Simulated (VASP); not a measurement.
Set up this calculation in VASP 6.6.1, as the native input.

```
Task                   : single point
Functional             : PBE
Potentials or basis    : VASP PAW PBE potentials, release 64 (Be, Si)
Cutoff                 : 520 eV
k mesh                 : 20 × 20 × 20
Occupations            : gaussian, width 0.1 eV
Spin                   : no spin polarisation
Dipole correction      : no
Further INCAR settings : ALGO = Normal; EDIFF = 1e-06; NBANDS = 10
```

The structure of BeSi lies in POSCAR:

```
BeSi
1.0
    0.0000000000      2.3471967379      2.3471967379
    2.3471967379      0.0000000000      2.3471967379
    2.3471967379      2.3471967379      0.0000000000
Be Si
1 1
Direct
    0.0000000000      0.0000000000      0.0000000000
    0.5000000000      0.5000000000      0.5000000000
```

These files were run (other wordings do the same):

INCAR

```
PREC = Accurate
ENCUT = 520
EDIFF = 1E-6
ISMEAR = 0
SIGMA = 0.1
LREAL = False
LASPH = True
NELM = 100
ALGO = Normal
ISIF = 2
LWAVE = False
LCHARG = False
GGA = PE
NBANDS = 10
```

KPOINTS

```
regular mesh
0
Gamma
  20 20 20
```

Potentials or basis: VASP PAW PBE potentials, release 64 (Be, Si).

The run is started by

```bash
$ cat potpaw_PBE.64/Be/POTCAR potpaw_PBE.64/Si/POTCAR > POTCAR
$ mpirun -np 1 vasp_std > vasp.out
```

Results of the run:

| Item | Value |
| --- | --- |
| Pressure | 0.0 GPa |
| Band gap on the k mesh | zero (band 3 reaches 10.30 eV, above the bottom of band 4 at 4.05 eV) |

Run time: 28 s on 1 thread of Intel(R) Xeon(R) 6975P-C (Granite Rapids) (shared host), peak memory 0.2 GiB.
